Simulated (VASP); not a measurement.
# WS2 in VASP: further runs

The runs below take WS2 through single point, with PBEsol.

All numbers are computed with VASP 6.6.1; they aren't measurements. Logs are shortened: lines on timing, memory, paths and dates and some standing lists are left out, and cuts for length are marked.

## (1) The cell of the first run

The cell holds a slab with vacuum, 3 atoms: a = 3.146 Å, b = 3.146 Å, c = 16.953 Å, α = 90.00°, β = 90.00°, γ = 120.00°.

## (2) Single point, PBEsol

The input, INCAR:

```
SYSTEM = WS2
  PREC = Accurate
  ENCUT = 520
  EDIFF = 1E-6
  ISMEAR = 0
  SIGMA = 0.05
  LREAL = .False.
  LASPH = .True.
  NELM = 80
  ALGO = Normal
  ISIF = 2
  LWAVE = .False.
  LCHARG = .False.
  GGA = PS
  NBANDS = 20
```

The input, KPOINTS:

```
regular mesh
0
Gamma
  12 12 2
  0 0 0
```

The input, POSCAR:

```
WS2
1.0
    3.1457762207      0.0000000000      0.0000000000
   -1.5728881103      2.7243221217      0.0000000000
    0.0000000000      0.0000000000     16.9534210371
W S
1 2
Direct
    0.3333333333      0.6666666667      0.0000000000
    0.6666666667      0.3333333333      0.9075761486
    0.6666666667      0.3333333333      0.0924238514
```

Potentials or basis: VASP PAW PBE potentials, release 64 (W_sv, S).

Launch:

```sh
cat potpaw_PBE.64/W_sv/POTCAR potpaw_PBE.64/S/POTCAR > POTCAR
mpirun -np 1 vasp_std > vasp.out
```

OUTCAR:

```text
SYSTEM = WS2
   PREC = Accurate
   ENCUT = 520
   EDIFF = 1E-6
   ISMEAR = 0
   LREAL = .False.
   LASPH = .True.
   NELM = 80
   ISIF = 2
   GGA = PS

 ion  position               nearest neighbor table
   1  0.333  0.667  0.000-   2 2.40   3 2.40   2 2.40   3 2.40   2 2.40   3 2.40
   2  0.667  0.333  0.908-   1 2.40   1 2.40   1 2.40
   3  0.667  0.333  0.092-   1 2.40   1 2.40   1 2.40

  LATTYP: Found a hexagonal cell.
 ALAT       =     3.1457762207
 C/A-ratio  =     5.3892647943

  Lattice vectors:

 A1 = (   3.1457762207,   0.0000000000,   0.0000000000)
 A2 = (  -1.5728881103,   2.7243221217,   0.0000000000)
 A3 = (   0.0000000000,   0.0000000000,  16.9534210371)

Analysis of symmetry for initial positions (statically):
=====================================================================
 Subroutine PRICEL returns:
 Original cell was already a primitive cell.

 Routine SETGRP: Setting up the symmetry group for a
 hexagonal supercell.

 Subroutine GETGRP returns: Found 12 space group operations
 (whereof 12 operations were pure point group operations)
 out of a pool of 24 trial point group operations.

The static configuration has the point symmetry D_3h.

Analysis of symmetry for dynamics (positions and initial velocities):
=====================================================================
 Subroutine PRICEL returns:
 Original cell was already a primitive cell.

 Routine SETGRP: Setting up the symmetry group for a
 hexagonal supercell.

 Subroutine GETGRP returns: Found 12 space group operations
 (whereof 12 operations were pure point group operations)
 out of a pool of 24 trial point group operations.

The dynamic configuration has the point symmetry D_3h.

 Subroutine INISYM returns: Found 12 space group operations
 (whereof 12 operations are pure point group operations),
 and found     1 'primitive' translations

----------------------------------------------------------------------------------------

                                     Primitive cell

  volume of cell :     145.2926

  direct lattice vectors                    reciprocal lattice vectors
     3.145776221  0.000000000  0.000000000     0.317886566  0.183531894  0.000000000
    -1.572888110  2.724322122  0.000000000     0.000000000  0.367063789  0.000000000
     0.000000000  0.000000000 16.953421037     0.000000000  0.000000000  0.058985145

  length of vectors
     3.145776221  3.145776221 16.953421037     0.367063789  0.367063789  0.058985145

  position of ions in fractional coordinates (direct lattice)
     0.333333333  0.666666667  0.000000000
     0.666666667  0.333333333  0.907576149
     0.666666667  0.333333333  0.092423851

  ion indices of the primitive-cell ions
   primitive index   ion index
                 1           1
                 2           2
                 3           3

----------------------------------------------------------------------------------------

 KPOINTS: regular mesh

Automatic generation of k-mesh.
 Grid dimensions read from file:
 generate k-points for:   12   12    2

 Generating k-lattice:

  Cartesian coordinates                     Fractional coordinates (reciprocal lattice)
     0.026490547  0.015294325  0.000000000     0.083333333  0.000000000  0.000000000
     0.000000000  0.030588649  0.000000000     0.000000000  0.083333333  0.000000000
     0.000000000  0.000000000  0.029492573     0.000000000  0.000000000  0.500000000

  Length of vectors
     0.030588649  0.030588649  0.029492573

  Shift w.r.t. Gamma in fractional coordinates (k-lattice)
     0.000000000  0.000000000  0.000000000

 Subroutine IBZKPT returns following result:
 ===========================================

 Found     38 irreducible k-points:

 Following reciprocal coordinates:
            Coordinates               Weight
  0.000000  0.000000  0.000000      1.000000
  0.083333 -0.000000  0.000000      6.000000
  0.166667 -0.000000  0.000000      6.000000
  0.250000 -0.000000  0.000000      6.000000
  0.333333 -0.000000  0.000000      6.000000
  0.416667 -0.000000  0.000000      6.000000
[... 16 lines left out ...]
  0.250000 -0.000000  0.500000      6.000000
  0.333333 -0.000000  0.500000      6.000000
 [... further k-points ...]
   k-points           NKPTS =     38   k-points in BZ     NKDIM =     38   number of bands    NBANDS=     20
   number of dos      NEDOS =    301   number of ions     NIONS =      3
   total plane-waves  NPLWV =  72576
   dimension x,y,z NGX =    24 NGY =   24 NGZ =  126
   dimension x,y,z NGXF=    48 NGYF=   48 NGZF=  252
   ions per type =               1   2
   NGX,Y,Z   is equivalent  to a cutoff of  12.68, 12.68, 12.36 a.u.
   NGXF,Y,Z  is equivalent  to a cutoff of  25.37, 25.37, 24.71 a.u.
 SYSTEM =  WS2
   PREC   = accura    normal or accurate (medium, high low for compatibility)
   ISTART =      0    job   : 0-new  1-cont  2-samecut
   ICHARG =      2    charge: 1-file 2-atom 10-const
   ISPIN  =      1    spin polarized calculation?
   LNONCOLLINEAR =      F non collinear calculations
   LSORBIT =      F    spin-orbit coupling
   LASPH  =      T    aspherical Exc in radial PAW
   ENCUT  =  520.0 eV  38.22 Ry    6.18 a.u.   5.85  5.85 31.52*2*pi/ulx,y,z
   NELM   =     80;   NELMIN=  2; NELMDL= -5     # of ELM steps
   EDIFF  = 0.1E-05   stopping-criterion for ELM
   LREAL  =      F    real-space projection
   EDIFFG = 0.1E-04   stopping-criterion for IOM
   NSW    =      0    number of steps for IOM
   IBRION =     -1    ionic relax: 0-MD 1-quasi-New 2-CG
   NFREE  =      0    steps in history (QN), initial steepest desc. (CG)
   ISIF   =      2    stress and relaxation
   ISYM   =      2    0-nonsym 1-usesym 2-fastsym
   POTIM  = 0.5000    time-step for ionic-motion
   TEBEG  =    0.0;   TEEND  =   0.0 temperature during run
   PSTRESS=    0.0 pullay stress
   NELECT =      26.0000    total number of electrons
   NUPDOWN=      -1.0000    fix difference up-down
   EMIN   =  10.00;   EMAX   =-10.00  energy-range for DOS
   EFERMI =   0.00;   METHOD = LEGACY
   ISMEAR =     0;   SIGMA  =   0.05  broadening in eV -4-tet -1-fermi 0-gaus
   EFERMI_NEDOS =   21; number of points for ismear=-14 and -15
   IALGO  =     38    algorithm
   IMIX   =      4    mixing-type and parameters
     AMIX     =   0.40;   BMIX     =  1.00
     AMIX_MAG =   1.60;   BMIX_MAG =  1.00
  volume/ion in A,a.u.               =      48.43       326.83
  Fermi-wavevector in a.u.,A,eV,Ry     =   0.922539  1.743346 11.579622  0.851078
  Thomas-Fermi vector in A             =   2.048077
   LORBIT       =      0    0 simple, 1 ext, 2 COOP (PROOUT), +10 PAW based schemes
   GGA     = PS    functional components
   LHFCALC =     F    Hartree Fock is set to
   AEXX    =    0.0000 exact exchange contribution
   IVDW    =     0    specifies the selected vdW correction
   LEPSILON=     F    determine dielectric tensor
   LRPA    =     F    only Hartree local field effects (RPA)
 non-spin polarized calculation
 Gauss-broadening in eV      SIGMA  =   0.05
  energy-cutoff  :      520.00
  volume of cell :      145.29
 maximum number of plane-waves:      3942
 NGX is ok and might be reduce to    24
   NGX = 11   NGY = 11   NGZ = 63

 number of electron      25.9999998 magnetization

 Free energy of the ion-electron system (eV)
  ---------------------------------------------------
  ext. energy  EPLUGINS =         0.00000000
  ---------------------------------------------------
  free energy    TOTEN  =       -25.24904515 eV

  energy without entropy =      -25.24904515  energy(sigma->0) =      -25.24904515

 E-fermi :  -0.7006     XC(G=0):  -4.6024

 val. band max:       -1.1465078444   @ k =   0.3333   0.3333   0.0000
 cond. band min:       0.7944338710   @ k =   0.3333   0.3333   0.0000
 fundamental gap:      1.9409417154
 Fermi energy:        -0.7005518126

 k-point     1 :       0.0000    0.0000    0.0000
  band No.  band energies     occupation
      1     -75.0520      2.00000
      2     -39.3304      2.00000
      3     -39.1358      2.00000
      4     -39.1358      2.00000
      5     -16.0377      2.00000
      6     -14.3444      2.00000
[... 12 lines left out ...]
     19       4.4030      0.00000
     20       4.5071      0.00000

 k-point     2 :       0.0833   -0.0000    0.0000
  band No.  band energies     occupation
      1     -75.0506      2.00000
      2     -39.3256      2.00000
      3     -39.1619      2.00000
      4     -39.1418      2.00000
      5     -15.9165      2.00000
      6     -14.2998      2.00000
[... 12 lines left out ...]
     19       4.5436      0.00000
     20       4.9282      0.00000

 k-point     3 :       0.1667   -0.0000    0.0000
  band No.  band energies     occupation
      1     -75.0469      2.00000
      2     -39.3127      2.00000
      3     -39.2328      2.00000
      4     -39.1583      2.00000
      5     -15.5711      2.00000
      6     -14.1729      2.00000
[... 12 lines left out ...]
     19       4.9482      0.00000
     20       5.7834      0.00000

 k-point     4 :       0.2500   -0.0000    0.0000
  band No.  band energies     occupation
      1     -75.0419      2.00000
      2     -39.3283      2.00000
      3     -39.2950      2.00000
      4     -39.1807      2.00000
      5     -15.0564      2.00000
      6     -13.9859      2.00000
[... 12 lines left out ...]
     19       5.5580      0.00000
     20       6.2680      0.00000

 k-point     5 :       0.3333   -0.0000    0.0000
  band No.  band energies     occupation
      1     -75.0370      2.00000
      2     -39.4222      2.00000
      3     -39.2772      2.00000
      4     -39.2030      2.00000
      5     -14.4706      2.00000
      6     -13.7794      2.00000
[... 12 lines left out ...]
     19       6.1514      0.00000
     20       6.2492      0.00000

 k-point     6 :       0.4167   -0.0000    0.0000
  band No.  band energies     occupation
      1     -75.0333      2.00000
      2     -39.4901      2.00000
      3     -39.2641      2.00000
      4     -39.2193      2.00000
      5     -13.9714      2.00000
      6     -13.6124      2.00000
[... 12 lines left out ...]
     19       6.3816      0.00000
     20       6.5682      0.00000

 k-point     7 :       0.5000   -0.0000    0.0000
  band No.  band energies     occupation
      1     -75.0320      2.00000
      2     -39.5147      2.00000
      3     -39.2593      2.00000
      4     -39.2252      2.00000
      5     -13.7667      2.00000
      6     -13.5473      2.00000
[... 12 lines left out ...]
     19       6.4908      0.00000
     20       6.8077      0.00000
[... 277 lines left out ...]
 k-point    20 :       0.0000    0.0000    0.5000
  band No.  band energies     occupation
      1     -75.0519      2.00000
      2     -39.3304      2.00000
      3     -39.1358      2.00000
      4     -39.1358      2.00000
      5     -16.0377      2.00000
      6     -14.3444      2.00000
[... 12 lines left out ...]
     19       4.1718      0.00000
     20       4.6928      0.00000

 k-point    21 :       0.0833   -0.0000    0.5000
  band No.  band energies     occupation
      1     -75.0506      2.00000
      2     -39.3256      2.00000
      3     -39.1619      2.00000
      4     -39.1418      2.00000
      5     -15.9165      2.00000
      6     -14.2998      2.00000
[... 12 lines left out ...]
     19       4.3342      0.00000
     20       5.0886      0.00000

 k-point    22 :       0.1667   -0.0000    0.5000
  band No.  band energies     occupation
      1     -75.0469      2.00000
      2     -39.3127      2.00000
      3     -39.2328      2.00000
      4     -39.1583      2.00000
      5     -15.5711      2.00000
      6     -14.1729      2.00000
[... 12 lines left out ...]
     19       4.8347      0.00000
     20       6.1143      0.00000

 k-point    23 :       0.2500   -0.0000    0.5000
  band No.  band energies     occupation
      1     -75.0419      2.00000
      2     -39.3283      2.00000
      3     -39.2950      2.00000
      4     -39.1807      2.00000
      5     -15.0564      2.00000
      6     -13.9859      2.00000
[... 12 lines left out ...]
     19       5.3742      0.00000
     20       6.6691      0.00000

 k-point    24 :       0.3333   -0.0000    0.5000
  band No.  band energies     occupation
      1     -75.0370      2.00000
      2     -39.4222      2.00000
      3     -39.2772      2.00000
      4     -39.2030      2.00000
      5     -14.4706      2.00000
      6     -13.7794      2.00000
[... 12 lines left out ...]
     19       6.0823      0.00000
     20       6.3337      0.00000

 [... further k-points ...]

------------------------ aborting loop because EDIFF is reached ----------------------------------------

  FORCE on cell =-STRESS in cart. coord.  units (eV):
  Direction    XX          YY          ZZ          XY          YZ          ZX
  --------------------------------------------------------------------------------------
  -------------------------------------------------------------------------------------
  Total        0.0352473      0.0352473      0.0365764      0.0000000      0.0000000      0.0000000
  in kB        0.3886802      0.3886802      0.4033374      0.0000000      0.0000000      0.0000000
  external PRESSURE =       0.3935659 kB  Pullay stress =       0.0000000 kB

 VOLUME and BASIS-vectors are now :
 -----------------------------------------------------------------------------
  energy-cutoff  :      520.00
  volume of cell :      145.29
      direct lattice vectors                 reciprocal lattice vectors
     3.145776221  0.000000000  0.000000000     0.317886566  0.183531894  0.000000000
    -1.572888110  2.724322122  0.000000000     0.000000000  0.367063789  0.000000000
     0.000000000  0.000000000 16.953421037     0.000000000  0.000000000  0.058985145

 POSITION                                       TOTAL-FORCE (eV/Angst)
 -----------------------------------------------------------------------------------
     -0.00000      1.81621      0.00000         0.000000     -0.000000      0.000000
      1.57289      0.90811     15.38652        -0.000000      0.000000     -0.020723
      1.57289      0.90811      1.56690        -0.000000      0.000000      0.020723
 -----------------------------------------------------------------------------------
    total drift:                               -0.000000      0.000000      0.000000

  FREE ENERGIE OF THE ION-ELECTRON SYSTEM (eV)
  ---------------------------------------------------
  free  energy   TOTEN  =       -25.2490451491 eV

  energy  without entropy=      -25.2490451491  energy(sigma->0) =      -25.24904515
```

Wall time 9.7 min (1 thread of AMD EPYC, shared host); peak memory 0.27 GiB.

What came out:

```yaml
Free_energy: -25.2490 eV
Largest_force: 0.021 eV/Å
Band_gap_on_the_k_mesh: 1.94 eV
```

Forces on the atoms (eV/Å):
```
W    0.000  0.000  0.000
S    0.000  0.000 -0.021
S    0.000  0.000  0.021
```

Caveat: the PAW data sets were made with another functional, which shifts forces and pressure a little; spin-orbit coupling is left out, which moves the levels of the heavy elements.

(Continued in part 2 of 2.)
